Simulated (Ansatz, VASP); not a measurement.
## Al4BSbP2 in VASP and in Ansatz

```
CELL_PARAMETERS angstrom
4.00319 0.00000 0.00000
0.00000 4.00319 0.00000
0.00000 0.00000 10.54855
ATOMIC_POSITIONS crystal
Al 0.00000 0.50000 0.06945
Al 0.50000 0.00000 0.93055
Al 0.50000 0.00000 0.32978
Al 0.00000 0.50000 0.67022
B 0.00000 0.00000 0.00000
Sb 0.00000 0.00000 0.50000
P 0.50000 0.50000 0.79080
P 0.50000 0.50000 0.20920
```

Alike in both runs: task relaxation of cell and atoms; functional PBE; k mesh 8 × 8 × 4; occupations gaussian, width 0.1 eV; no spin polarisation.

|  | VASP | Ansatz |
| --- | --- | --- |
| version | VASP 6.6.1 | Ansatz 0.2.0 |
| potentials or method | VASP PAW PBE potentials, release 64 (Al, B, Sb, P), cutoff 600 eV | scalar-relativistic, plane waves, PAW |
| valence electrons in the cell | 30 | 40 |

Ansatz gave:

| Quantity | Value |
| --- | --- |
| gap on the k mesh at the Fermi level, each at its own relaxed structure (eV) | none |
| relaxed volume (Å³/atom) | 20.99 |
| relaxed length of the cell vector where the two differ most in proportion (Å) | 10.533 |

Which values does VASP return?

gap on the k mesh at the Fermi level, each at its own relaxed structure (eV): none; relaxed volume (Å³/atom): 21.00; relaxed length of the cell vector where the two differ most in proportion (Å): 10.554.

A gap of «none» marks a metal or a gap that the smearing closes. VASP's potentials hold 30 valence electrons a cell and Ansatz's 40, so a difference there can come from the potentials and not from the codes.

Spin-orbit coupling is off throughout.
